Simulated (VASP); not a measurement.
# Sn (I4_1/amd) in VASP: a series of runs, part 2 of 2

VASP 6.6.1. The steps go on from the part before.

**4. Single point, PBE**

This run uses another cell than the first one, of 28.41 Å³/atom.

INCAR

```
PREC = Accurate
ENCUT = 520
EDIFF = 1E-7
ISMEAR = 0
SIGMA = 0.15
LREAL = False
LASPH = True
NELM = 100
ALGO = Fast
ISIF = 2
LWAVE = False
LCHARG = False
GGA = PE
NBANDS = 21
```

KPOINTS

```
Automatic mesh
0
Gamma
  12 12 12
```

POSCAR

```
Sn
1.0
   -2.9643162530      2.9643162530      1.6163469659
    2.9643162530     -2.9643162530      1.6163469659
    2.9643162530      2.9643162530     -1.6163469659
Sn
2
Direct
    0.7500000000      0.2500000000      0.5000000000
    0.0000000000      0.0000000000      0.0000000000
```

Potentials or basis: VASP PAW PBE potentials, release 64 (Sn_d).

Command:

```sh
$ cat potpaw_PBE.64/Sn_d/POTCAR > POTCAR
$ mpirun -np 1 vasp_std > vasp.out
```

OUTCAR:

```text
PREC = Accurate
   ENCUT = 520
   EDIFF = 1E-7
   ISMEAR = 0
   LREAL = False
   LASPH = True
   NELM = 100
   ISIF = 2
   GGA = PE

 ion  position               nearest neighbor table
   1  0.750  0.250  0.500-   2 3.07   2 3.07   2 3.07   2 3.07
   2  0.000  0.000  0.000-   1 3.07   1 3.07   1 3.07   1 3.07

  LATTYP: Found a body centered tetragonal cell.
 ALAT       =     5.9286325060
 C/A-ratio  =     0.5452680578

  Lattice vectors:

 A1 = (  -2.9643162530,   2.9643162530,   1.6163469659)
 A2 = (   2.9643162530,  -2.9643162530,   1.6163469659)
 A3 = (   2.9643162530,   2.9643162530,  -1.6163469659)

Analysis of symmetry for initial positions (statically):
=====================================================================
 Subroutine PRICEL returns:
 Original cell was already a primitive cell.

 Routine SETGRP: Setting up the symmetry group for a
 body centered tetragonal supercell.

 Subroutine GETGRP returns: Found 16 space group operations
 (whereof  8 operations were pure point group operations)
 out of a pool of 16 trial point group operations.

The static configuration has the point symmetry D_2d.
 The point group associated with its full space group is D_4h.

Analysis of symmetry for dynamics (positions and initial velocities):
=====================================================================
 Subroutine PRICEL returns:
 Original cell was already a primitive cell.

 Routine SETGRP: Setting up the symmetry group for a
 body centered tetragonal supercell.

 Subroutine GETGRP returns: Found 16 space group operations
 (whereof  8 operations were pure point group operations)
 out of a pool of 16 trial point group operations.

The dynamic configuration has the point symmetry D_2d.
 The point group associated with its full space group is D_4h.

 Subroutine INISYM returns: Found 16 space group operations
 (whereof  8 operations are pure point group operations),
 and found     1 'primitive' translations

----------------------------------------------------------------------------------------

                                     Primitive cell

  volume of cell :      56.8125

  direct lattice vectors                    reciprocal lattice vectors
    -2.964316253  2.964316253  1.616346966     0.000000000  0.168672961  0.309339523
     2.964316253 -2.964316253  1.616346966     0.168672961  0.000000000  0.309339523
     2.964316253  2.964316253 -1.616346966     0.168672961  0.168672961  0.000000000

  length of vectors
     4.492985556  4.492985556  4.492985556     0.352337209  0.352337209  0.238539589

  position of ions in fractional coordinates (direct lattice)
     0.750000000  0.250000000  0.500000000
     0.000000000  0.000000000  0.000000000

  ion indices of the primitive-cell ions
   primitive index   ion index
                 1           1
                 2           2

----------------------------------------------------------------------------------------

 KPOINTS: Automatic mesh

Automatic generation of k-mesh.
 Grid dimensions read from file:
 generate k-points for:   12   12   12

 Generating k-lattice:

  Cartesian coordinates                     Fractional coordinates (reciprocal lattice)
     0.000000000  0.014056080  0.025778294     0.083333333  0.000000000  0.000000000
     0.014056080  0.000000000  0.025778294     0.000000000  0.083333333  0.000000000
     0.014056080  0.014056080  0.000000000     0.000000000  0.000000000  0.083333333

  Length of vectors
     0.029361434  0.029361434  0.019878299

  Shift w.r.t. Gamma in fractional coordinates (k-lattice)
     0.000000000  0.000000000  0.000000000

 Subroutine IBZKPT returns following result:
 ===========================================

 Found    163 irreducible k-points:

 Following reciprocal coordinates:
            Coordinates               Weight
  0.000000  0.000000  0.000000      1.000000
  0.083333  0.000000  0.000000      8.000000
  0.166667 -0.000000  0.000000      8.000000
  0.250000  0.000000 -0.000000      8.000000
  0.333333 -0.000000  0.000000      8.000000
  0.416667 -0.000000  0.000000      8.000000
[... 16 lines left out ...]
  0.500000  0.166667  0.000000     16.000000
 -0.416667  0.166667 -0.000000     16.000000
 [... further k-points ...]
   k-points           NKPTS =    163   k-points in BZ     NKDIM =    163   number of bands    NBANDS=     21
   number of dos      NEDOS =    301   number of ions     NIONS =      2
   total plane-waves  NPLWV =  46656
   dimension x,y,z NGX =    36 NGY =   36 NGZ =   36
   dimension x,y,z NGXF=    72 NGYF=   72 NGZF=   72
   ions per type =               2
   NGX,Y,Z   is equivalent  to a cutoff of  13.32, 13.32, 13.32 a.u.
   NGXF,Y,Z  is equivalent  to a cutoff of  26.64, 26.64, 26.64 a.u.
 SYSTEM =  unknown system
   PREC   = accura    normal or accurate (medium, high low for compatibility)
   ISTART =      0    job   : 0-new  1-cont  2-samecut
   ICHARG =      2    charge: 1-file 2-atom 10-const
   ISPIN  =      1    spin polarized calculation?
   LNONCOLLINEAR =      F non collinear calculations
   LSORBIT =      F    spin-orbit coupling
   LASPH  =      T    aspherical Exc in radial PAW
   ENCUT  =  520.0 eV  38.22 Ry    6.18 a.u.   8.35  8.35  8.35*2*pi/ulx,y,z
   NELM   =    100;   NELMIN=  2; NELMDL= -5     # of ELM steps
   EDIFF  = 0.1E-06   stopping-criterion for ELM
   LREAL  =      F    real-space projection
   EDIFFG = 0.1E-05   stopping-criterion for IOM
   NSW    =      0    number of steps for IOM
   IBRION =     -1    ionic relax: 0-MD 1-quasi-New 2-CG
   NFREE  =      0    steps in history (QN), initial steepest desc. (CG)
   ISIF   =      2    stress and relaxation
   ISYM   =      2    0-nonsym 1-usesym 2-fastsym
   POTIM  = 0.5000    time-step for ionic-motion
   TEBEG  =    0.0;   TEEND  =   0.0 temperature during run
   PSTRESS=    0.0 pullay stress
   NELECT =      28.0000    total number of electrons
   NUPDOWN=      -1.0000    fix difference up-down
   EMIN   =  10.00;   EMAX   =-10.00  energy-range for DOS
   EFERMI =   0.00;   METHOD = LEGACY
   ISMEAR =     0;   SIGMA  =   0.15  broadening in eV -4-tet -1-fermi 0-gaus
   EFERMI_NEDOS =   21; number of points for ismear=-14 and -15
   IALGO  =     68    algorithm
   IMIX   =      4    mixing-type and parameters
     AMIX     =   0.40;   BMIX     =  1.00
     AMIX_MAG =   1.60;   BMIX_MAG =  1.00
  volume/ion in A,a.u.               =      28.41       191.69
  Fermi-wavevector in a.u.,A,eV,Ry     =   1.293142  2.443684 22.751891  1.672217
  Thomas-Fermi vector in A             =   2.424806
   LORBIT       =      0    0 simple, 1 ext, 2 COOP (PROOUT), +10 PAW based schemes
   GGA     = PE    functional components
   LHFCALC =     F    Hartree Fock is set to
   AEXX    =    0.0000 exact exchange contribution
   IVDW    =     0    specifies the selected vdW correction
   LEPSILON=     F    determine dielectric tensor
   LRPA    =     F    only Hartree local field effects (RPA)
 non-spin polarized calculation
 RMM-DIIS sequential band-by-band and
 Gauss-broadening in eV      SIGMA  =   0.15
  energy-cutoff  :      520.00
  volume of cell :       56.81
 maximum number of plane-waves:      1548
 NGX is ok and might be reduce to    36

 number of electron      27.9999990 magnetization

 Free energy of the ion-electron system (eV)
  ---------------------------------------------------
  ext. energy  EPLUGINS =         0.00000000
  ---------------------------------------------------
  free energy    TOTEN  =        -7.61778303 eV

  energy without entropy =       -7.60667933  energy(sigma->0) =       -7.61223118

 E-fermi :   7.4192     XC(G=0): -10.0920

 val. band max:        7.4149098037   @ k =  -0.3333  -0.4167   0.0833
 cond. band min:       7.4368181675   @ k =   0.4167   0.4167   0.0000
 fundamental gap:      0.0219083638
 Fermi energy:         7.4192430841

 k-point     1 :       0.0000    0.0000    0.0000
  band No.  band energies     occupation
      1     -14.1745      2.00000
      2     -14.1024      2.00000
      3     -14.0616      2.00000
      4     -14.0528      2.00000
      5     -13.9254      2.00000
      6     -13.9254      2.00000
[... 13 lines left out ...]
     20      17.0668      0.00000
     21      17.7219      0.00000
[... 529 lines left out ...]
 k-point    24 :      -0.4167    0.1667   -0.0000
  band No.  band energies     occupation
      1     -14.1124      2.00000
      2     -14.0392      2.00000
      3     -14.0266      2.00000
      4     -14.0027      2.00000
      5     -13.9677      2.00000
      6     -13.9436      2.00000
[... 13 lines left out ...]
     20      15.4178      0.00000
     21      16.0238      0.00000

 [... further k-points ...]

------------------------ aborting loop because EDIFF is reached ----------------------------------------

  FORCE on cell =-STRESS in cart. coord.  units (eV):
  Direction    XX          YY          ZZ          XY          YZ          ZX
  --------------------------------------------------------------------------------------
  -------------------------------------------------------------------------------------
  Total       -0.0031207     -0.0031207     -0.0635519      0.0000000      0.0000000      0.0000000
  in kB       -0.0880068     -0.0880068     -1.7922378      0.0000000      0.0000000      0.0000000
  external PRESSURE =      -0.6560838 kB  Pullay stress =       0.0000000 kB

 VOLUME and BASIS-vectors are now :
 -----------------------------------------------------------------------------
  energy-cutoff  :      520.00
  volume of cell :       56.81
      direct lattice vectors                 reciprocal lattice vectors
    -2.964316253  2.964316253  1.616346966     0.000000000  0.168672961  0.309339523
     2.964316253 -2.964316253  1.616346966     0.168672961  0.000000000  0.309339523
     2.964316253  2.964316253 -1.616346966     0.168672961  0.168672961  0.000000000

 POSITION                                       TOTAL-FORCE (eV/Angst)
 -----------------------------------------------------------------------------------
      0.00000      2.96432      0.80817         0.000000     -0.000000     -0.000000
      0.00000      0.00000      0.00000        -0.000000      0.000000      0.000000
 -----------------------------------------------------------------------------------
    total drift:                               -0.000000      0.000000     -0.000000

  FREE ENERGIE OF THE ION-ELECTRON SYSTEM (eV)
  ---------------------------------------------------
  free  energy   TOTEN  =        -7.6177830271 eV

  energy  without entropy=       -7.6066793282  energy(sigma->0) =       -7.61223118
```

OSZICAR:

```text
N       E                     dE             d eps       ncg     rms          rms(c)
DAV:   1     0.222680931772E+03    0.22268E+03   -0.14461E+04  6952   0.204E+03
DAV:   2     0.157359250246E+02   -0.20695E+03   -0.20282E+03  6871   0.453E+02
DAV:   3    -0.688694607084E+01   -0.22623E+02   -0.22434E+02  7949   0.135E+02
DAV:   4    -0.760511992460E+01   -0.71817E+00   -0.71753E+00  7739   0.267E+01
DAV:   5    -0.763443209933E+01   -0.29312E-01   -0.29311E-01  9775   0.508E+00    0.219E+00
RMM:   6    -0.762032062242E+01    0.14111E-01   -0.27402E-02  8325   0.199E+00    0.127E+00
RMM:   7    -0.761764087651E+01    0.26797E-02   -0.21151E-02  8219   0.166E+00    0.147E-01
RMM:   8    -0.761765333733E+01   -0.12461E-04   -0.28965E-03  9042   0.641E-01    0.539E-02
RMM:   9    -0.761777211409E+01   -0.11878E-03   -0.10732E-03 10978   0.265E-01    0.243E-02
RMM:  10    -0.761778042046E+01   -0.83064E-05   -0.83825E-05  9792   0.922E-02    0.679E-03
RMM:  11    -0.761778315329E+01   -0.27328E-05   -0.35069E-05 10802   0.492E-02    0.540E-03
RMM:  12    -0.761778307842E+01    0.74870E-07   -0.43214E-06 10260   0.180E-02    0.536E-04
RMM:  13    -0.761778302711E+01    0.51310E-07   -0.72385E-07  7450   0.651E-03
   1 F= -.76177830E+01 E0= -.76122312E+01  d E =-.111037E-01
```

stdout:

```text
POSCAR found type information on POSCAR Sn
 POSCAR found :  1 types and       2 ions
 scaLAPACK will be used
 LDA part: xc-table for (Slater+PW92), standard interpolation
 POSCAR, INCAR and KPOINTS ok, starting setup
 FFT: planning ... GRIDC
 FFT: planning ... GRID_SOFT
 FFT: planning ... GRID
 WAVECAR not read
 entering main loop
WARNING in EDDRMM: call to ZHEGV failed, returncode =   8  4     21
WARNING in EDDRMM: call to ZHEGV failed, returncode =   8  4     19
 num prob  num prob  num prob  num prob  num prob WARNING in EDDRMM: call to ZHEGV failed, returncode =   8  4     20
 num prob  num prob  num prob  num prob  num prob  num prob  num prob  num prob  num prob  num prob  num prob  num prob WARNING in EDDRMM: call to ZHEGV failed, returncode =   8  4     19
WARNING in EDDRMM: call to ZHEGV failed, returncode =   6  3     18
 num prob  num prob  num prob  num prob  num prob RMM:  13    -0.761778302711E+01    0.51310E-07   -0.72385E-07  7450   0.651E-03
```

It took 1.9 min on 1 thread of Intel Xeon 6975P-C (Granite Rapids), shared host; peak memory 0.31 GiB.

What came out:

| Property | Result |
| --- | --- |
| Free energy | -7.6178 eV |
| Pressure | -0.1 GPa |
| Band gap on the k mesh | zero (bands 14 and 15 overlap by 3.93 eV) |

Levels at points of the mesh, in eV from the Fermi level:
```tsv
k point	band 12	band 13	band 14	band 15	band 16	band 17
(0.00, 0.00, 0.00)	-3.75	-1.85	-1.85	3.05	6.01	6.01
(0.50, 0.00, 0.00)	-5.26	-2.33	-1.59	-1.06	2.29	2.75
(0.50, 0.50, 0.00)	-8.65	0.61	0.61	1.51	1.51	5.81
(0.50, 0.50, 0.50)	-7.42	-4.55	-4.55	4.87	4.87	8.96
```

Caveat: spin-orbit coupling is left out, which moves the levels of the heavy elements.

**5. Single point, PBE**

This run uses another cell than the first one: it holds 4 atoms, not 2.

INCAR

```
SYSTEM = Sn
PREC = Accurate ; ENCUT = 520
EDIFF = 1E-6 ; ISMEAR = 0
SIGMA = 0.15 ; LREAL = .FALSE.
LASPH = .TRUE. ; NELM = 60
ALGO = Fast ; ISIF = 2
LWAVE = .FALSE. ; LCHARG = .FALSE.
GGA = PE ; NBANDS = 36
```

KPOINTS

```
regular mesh
0
G
  10 6 6
  0 0 0
```

POSCAR

```
Sn
1.0
    0.0000000000      0.0000000000     -3.2326939318
    0.0000000000     -5.9286325060      0.0000000000
   -5.9286325060      0.0000000000      0.0000000000
Sn
4
Direct
    0.2500000000      0.0000000000      0.5000000000
    0.7500000000      0.5000000000      0.0000000000
    0.5000000000      0.5000000000      0.5000000000
    0.0000000000      0.0000000000      0.0000000000
```

Command:

```sh
$ cat potpaw_PBE.64/Sn_d/POTCAR > POTCAR
$ mpirun -np 1 vasp_std > vasp.out
```

Wall time 1.7 min (1 thread of Intel Xeon 6975P-C (Granite Rapids), shared host); peak memory 0.33 GiB.

The run converged. Its results:

* Free energy: -15.2066 eV
* Pressure: 0.0 GPa
* Band gap on the k mesh: zero (bands 28 and 29 overlap by 2.33 eV)

Stress tensor (GPa, compression positive):
```
 0.08  0.00  0.00
 0.00  0.08  0.00
 0.00  0.00 -0.15
```

Levels at points of the mesh, in eV from the Fermi level:
| k point | band 25 | band 26 | band 27 | band 28 | band 29 | band 30 | band 31 | band 32 |
| --- | --- | --- | --- | --- | --- | --- | --- | --- |
| (0.00, 0.00, 0.00) | -4.59 | -3.80 | -1.90 | -1.90 | 3.00 | 4.83 | 4.83 | 5.96 |
| (0.50, 0.00, 0.00) | -2.76 | -2.76 | -1.30 | -1.30 | -1.30 | -1.30 | 0.33 | 0.33 |
| (0.00, 0.50, 0.00) | -3.58 | -3.58 | -0.06 | -0.06 | 3.01 | 3.01 | 5.58 | 5.58 |
| (0.50, 0.50, 0.00) | -2.38 | -2.38 | -1.64 | -1.64 | -1.11 | -1.11 | 2.25 | 2.25 |
| (0.00, 0.50, 0.50) | 0.56 | 0.56 | 0.56 | 0.56 | 1.46 | 1.46 | 1.46 | 1.46 |
| (0.50, 0.50, 0.50) | -3.38 | -3.38 | -3.38 | -3.38 | 3.41 | 3.41 | 3.41 | 3.41 |

Caveat: spin-orbit coupling is left out, which moves the levels of the heavy elements.

**6. Single point, PBE**

This run uses another cell than the first one, of 28.41 Å³/atom.

INCAR

```
SYSTEM = Sn
PREC = Accurate
ENCUT = 520
EDIFF = 1E-6
ISMEAR = 0
SIGMA = 0.1
LREAL = .False.
LASPH = .True.
NELM = 80
ALGO = Fast
ISIF = 2
LWAVE = .False.
LCHARG = .True.
GGA = PE
LELF = .True.
LVHAR = .True.
NBANDS = 21
```

KPOINTS

```
regular mesh
0
Gamma
  14 14 14
  0 0 0
```

POSCAR

```
Sn
1.0
   -2.9643162530      2.9643162530      1.6163469659
    2.9643162530     -2.9643162530      1.6163469659
    2.9643162530      2.9643162530     -1.6163469659
Sn
2
Direct
    0.7500000000      0.2500000000      0.5000000000
    0.0000000000      0.0000000000      0.0000000000
```

Potentials or basis: VASP PAW PBE potentials, release 64 (Sn_d).

Command:

```sh
$ cat potpaw_PBE.64/Sn_d/POTCAR > POTCAR
$ mpirun -np 1 vasp_std > vasp.out
```

It took 2.3 min on 1 thread of Intel Xeon 6975P-C (Granite Rapids), shared host; peak memory 0.37 GiB.

It converged, with:

```
Free energy            : -7.6093 eV
Pressure               : -0.1 GPa
Band gap on the k mesh : zero (bands 14 and 15 overlap by 3.77 eV)
```

Levels at points of the mesh, in eV from the Fermi level:
```csv
k point,band 12,band 13,band 14,band 15,band 16,band 17
"(0.00, 0.00, 0.00)",-3.75,-1.85,-1.85,3.05,6.01,6.01
"(0.50, 0.00, 0.00)",-5.26,-2.33,-1.59,-1.06,2.30,2.75
"(0.50, 0.50, 0.00)",-8.64,0.61,0.61,1.51,1.51,5.82
"(0.50, 0.50, 0.50)",-7.42,-4.54,-4.54,4.88,4.88,8.97
```

Caveat: spin-orbit coupling is left out, which moves the levels of the heavy elements.

**7. Summary**

```csv
task,cell,k mesh,cutoff (eV),smearing,gap on the mesh (eV),pressure (GPa)
relaxation of shape and atoms at fixed volume,"relaxed from a = 4.537 Å, angles 97.4, 97.4, 137.8°, 2 atoms, atomic positions A",14 × 14 × 14,600,gaussian 0.1 eV,none,-1.3
relaxation of shape and atoms at fixed volume,"relaxed from a = 4.581 Å, angles 97.4, 97.4, 137.8°, 2 atoms, atomic positions A",14 × 14 × 14,600,gaussian 0.1 eV,none,-2.4
single point,"a = 4.493 Å, angles 97.4, 97.4, 137.8°, 2 atoms, atomic positions A",12 × 12 × 12,520,gaussian 0.15 eV,none,-0.1
single point,"a = 3.233, b = 5.929, c = 5.929 Å, 4 atoms, atomic positions B",10 × 6 × 6,520,gaussian 0.15 eV,none,0.0
single point,"a = 4.493 Å, angles 97.4, 97.4, 137.8°, 2 atoms, atomic positions A",14 × 14 × 14,520,gaussian 0.1 eV,none,-0.1
```

Alike in all rows: level PBE; potentials or basis VASP PAW PBE potentials, release 64 (Sn_d); no spin polarisation.

Caveats: spin-orbit coupling is left out, which moves the levels of the heavy elements.

Absolute energies hang on the potentials; compare differences alone.

The gap in the log of VASP goes by the Fermi energy; the results here count the filled bands.